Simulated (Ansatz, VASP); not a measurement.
ZnGeP2 in VASP and in Ansatz

INCAR

```
SYSTEM = ZnGeP2
PREC     = Accurate       ! precision mode
ENCUT    = 500            ! plane-wave cutoff, eV
EDIFF    = 1E-6           ! SCF threshold, eV
ISMEAR   = 0              ! smearing method
SIGMA    = 0.01           ! smearing width, eV
LREAL    = .False.        ! projectors in reciprocal space
LASPH    = .True.         ! aspherical terms in the spheres
NELM     = 120            ! most SCF steps
ALGO     = Normal         ! electronic algorithm
ISIF     = 2              ! what is computed and relaxed
LWAVE    = .False.        ! write WAVECAR
LCHARG   = .True.         ! write CHGCAR
GGA      = PE             ! functional
LELF     = .True.         ! ELF
LVHAR    = .True.       
NBANDS   = 46             ! bands
GGA_COMPAT= .False.
```

Contents of KPOINTS:

```
Automatic mesh
0
Gamma
  6 6 6
  0 0 0
```

The input POSCAR:

```
ZnGeP2
1.0
   -2.7222747575      2.7222747575      5.3663839236
    2.7222747575     -2.7222747575      5.3663839236
    2.7222747575      2.7222747575     -5.3663839236
Zn Ge P
2 2 4
Direct
    0.0000000000      0.0000000000      0.0000000000
    0.7500000000      0.2500000000      0.5000000000
    0.5000000000      0.5000000000      0.0000000000
    0.2500000000      0.7500000000      0.5000000000
    0.3750000000      0.3783565532      0.5033565532
    0.6216434468      0.1250000000      0.9966434468
    0.8750000000      0.8716434468      0.4966434468
    0.1283565532      0.6250000000      0.0033565532
```

Input for Ansatz:

```yaml
crystal:
  lattice:
    - [-2.7222747575, 2.7222747575, 5.3663839236]
    - [2.7222747575, -2.7222747575, 5.3663839236]
    - [2.7222747575, 2.7222747575, -5.3663839236]
  atoms:
    - { symbol: Zn, position: [0.0, 0.0, 0.0] }
    - { symbol: Zn, position: [0.75, 0.25, 0.5] }
    - { symbol: Ge, position: [0.5, 0.5, 0.0] }
    - { symbol: Ge, position: [0.25, 0.75, 0.5] }
    - { symbol: P, position: [0.375, 0.3783565532, 0.5033565532] }
    - { symbol: P, position: [0.6216434468, 0.125, 0.9966434468] }
    - { symbol: P, position: [0.875, 0.8716434468, 0.4966434468] }
    - { symbol: P, position: [0.1283565532, 0.625, 0.0033565532] }
kpoints:
  mp_grid: { grid: [6, 6, 6] }
hamiltonian:
  xc: pbe
scf:
  occupations: { method: fixed }
  n_extra_bands: 6
output:
  forces: true
  stress: true
  eigenvalues: true
```

Alike in both runs: task single point; functional PBE; k mesh 6 × 6 × 6; no spin polarisation.

|  | VASP | Ansatz |
| --- | --- | --- |
| version | VASP 6.6.1 | Ansatz 0.2.0 |
| potentials or method | VASP PAW PBE potentials, release 64 (Zn, Ge_d, P) | plane waves, PAW |
| plane-wave cutoff (eV) | 500 | 420 |
| occupations | gaussian, width 0.01 eV | fixed |
| valence electrons in the cell | 72 | 72 |

|  | VASP | Ansatz | Ansatz less VASP |
| --- | --- | --- | --- |
| gap on the k mesh at the Fermi level (eV) | 1.24 | 1.23 | -0.007 |
| pressure (GPa) | 2.4 | 2.5 | +0.02 |
| rms of the force components (eV/Å) | 0.006 | 0.019 | +0.0129 |

Atom by atom the forces differ by 0.013 eV/Å (rms over components).
